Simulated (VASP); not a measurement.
Write the native input for VASP 6.6.1 that does the following.

```
Task                   : single point
Functional             : PBE
Potentials or basis    : VASP PAW PBE potentials, release 64 (Be, S)
Cutoff                 : 520 eV
k mesh                 : 10 × 10 × 10
Occupations            : fermi-dirac, width 0.02 eV
Spin                   : no spin polarisation
Dipole correction      : no
Further INCAR settings : ALGO = Normal; EDIFF = 1e-06; NBANDS = 11
```

The structure of BeS lies in POSCAR:

```
BeS
1.0
    0.0000000000      2.4343062304      2.4343062304
    2.4184832399      0.0000000000      2.4343062304
    2.4184832399      2.4343062304      0.0000000000
Be S
1 1
Direct
    0.0000000000      0.0000000000      0.0000000000
    0.2500000000      0.2500000000      0.2500000000
```

This cell differs from its parent crystal: uniaxial x strain -0.7%.

These files were run (other wordings do the same):

INCAR

```
SYSTEM = BeS
PREC = Accurate
ENCUT = 520
EDIFF = 1E-6
ISMEAR = -1
SIGMA = 0.02
LREAL = .False.
LASPH = .True.
NELM = 100
ALGO = Normal
ISIF = 2
LWAVE = .False.
LCHARG = .False.
GGA = PE
NBANDS = 11
```

KPOINTS

```
Automatic mesh
0
Gamma
  10 10 10
  0 0 0
```

Potentials or basis: VASP PAW PBE potentials, release 64 (Be, S).

Launch:

```sh
$ cat potpaw_PBE.64/Be/POTCAR potpaw_PBE.64/S/POTCAR > POTCAR
$ mpirun -np 1 vasp_std > vasp.out
```

It gave:

```json
{"Pressure": "1.1 GPa", "Band gap on the k mesh": "3.07 eV, indirect (least direct gap 5.64 eV)"}
```

Caveat: the cell differs from its parent crystal (uniaxial x strain -0.7%).

Wall time 27 s on 1 thread of AMD EPYC 7R13, on a shared host, peak memory 0.17 GiB.
